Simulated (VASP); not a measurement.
A run of VASP 6.6.1:

Contents of INCAR:

```
PREC = Accurate
ENCUT = 600
EDIFF = 1E-6
ISMEAR = -1
SIGMA = 0.01
LREAL = Auto
LASPH = True
NELM = 120
ALGO = Normal
ISIF = 2
LWAVE = False
LCHARG = False
GGA = PE
NBANDS = 86
GGA_COMPAT = False
```

KPOINTS

```
Automatic mesh
0
Gamma
  1 1 1
  0.25 0.25 0.25
```

Contents of POSCAR:

```
AlN
1.0
    6.2604124029      0.0000000578      0.0000000000
   -3.1302062515      5.4216761502      0.0000000000
    0.0000000000      0.0000000000     10.0361163407
Al N
16 16
Direct
    0.3337077749      0.1675379517      0.2503282107
    0.1666645241      0.3345967924      0.5003263330
    0.3337390428      0.1675386709      0.7503508083
    0.1666126080      0.3345569881      1.0003369708
    0.3336902596      0.6675009945      0.2503334171
    0.1666343638      0.8345922345      0.5003643124
    0.3337535537      0.6675825259      0.7503596660
    0.1666210637      0.8345576449      1.0003345281
    0.8336949800      0.1675364941      0.2503128139
    0.6666485463      0.3346020471      0.5003496944
    0.8337128829      0.1675323474      0.7503665873
    0.6666261465      0.3345642871      1.0003374277
    0.8336672041      0.6675123943      0.2503387053
    0.6666416861      0.8345852088      0.5003523918
    0.8337257358      0.6675600243      0.7503482067
    0.6666062816      0.8345836131      1.0003358675
    0.3321897260      0.1690634671      0.4402440739
    0.1681673842      0.3330573470      0.1902474055
    0.3321638181      0.1690229568      0.9402628930
    0.1681113676      0.3330104826      0.6902528963
    0.3321877576      0.6690448540      0.4402544620
    0.1681793608      0.8330655458      0.1902597570
    0.3321738782      0.6690294865      0.9402752142
    0.1681041214      0.8330299988      0.6902855086
    0.8321621056      0.1690480550      0.4402381597
    0.6681488361      0.3330484481      0.1902560474
    0.8321572251      0.1690129955      0.9402798401
    0.6680777673      0.3330195993      0.6902555035
    0.8321641549      0.6690487000      0.4402464798
    0.6681549605      0.8330550088      0.1902499834
    0.8321524359      0.6690390426      0.9402673372
    0.6680960099      0.8330039298      0.6902665362
```

Potentials or basis: VASP PAW PBE potentials, release 64 (Al, N).

Launch:

```bash
$ cat potpaw_PBE.64/Al/POTCAR potpaw_PBE.64/N/POTCAR > POTCAR
$ mpirun -np 1 vasp_std > vasp.out
```

Hardware: 1 thread of Intel(R) Xeon(R) Platinum 8175M CPU @ 2.50GHz (Skylake/Cascade Lake), on a shared host.

**Question.** Estimate the wall time of this run.

**Answer.** Run time: 8.9 min on 1 thread of Intel(R) Xeon(R) Platinum 8175M CPU @ 2.50GHz (Skylake/Cascade Lake), with other jobs on the host, peak memory 0.5 GiB. Counts: scf iterations 15, k points 6.
